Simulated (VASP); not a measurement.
Runs of VASP 6.6.1 on CsO. The structure is that of space group Immm (No. 71), or close to it. The cells are those of the table. 

```tsv
cell	gap on the mesh (eV)	pressure (GPa)	largest force (eV/Å)
a = 5.467 Å, angles 132.2, 105.9, 93.1°, 4 atoms	1.50	-4.6	1.58
a = 5.538 Å, angles 131.6, 104.9, 94.5°, 4 atoms	(d)	-5.5	1.95
a = 5.667 Å, angles 132.8, 106.9, 91.7°, 4 atoms	1.33	-6.1	1.91
a = 5.598 Å, angles 133.4, 107.9, 90.4°, 4 atoms	(c)	(b)	1.54
a = 5.412 Å, angles 130.4, 102.8, 97.4°, 4 atoms	(a)	-4.5	1.99
a = 5.602 Å, angles 132.2, 105.9, 93.1°, 4 atoms	1.38	-5.8	1.93
a = 5.530 Å, angles 134.0, 108.9, 88.9°, 4 atoms	1.47	-4.5	1.07
a = 5.475 Å, angles 131.0, 103.9, 96.0°, 4 atoms	1.47	-5.1	1.97
a = 5.532 Å, angles 132.8, 106.9, 91.7°, 4 atoms	1.45	-5.1	1.56
```

Alike in all rows: task single point; level LDA; potentials or basis VASP PAW LDA potentials, release 64 (Cs_sv, O); no spin polarisation; k mesh 8 × 8 × 8; cutoff (eV) 520; smearing gaussian 0.05 eV.

Problem. Fill in the values left out.

Solution. (a) 1.51; (b) -5.4; (c) 1.40; (d) 1.43.

Caveats: the cell stands under tension; spin-orbit coupling is left out, which moves the levels of the heavy elements; forces of over 1 eV/Å act on the atoms, so gaps and moduli don't describe the material at rest.

A k mesh can miss the band edges, and the runs leave out spin-orbit coupling on Cs.
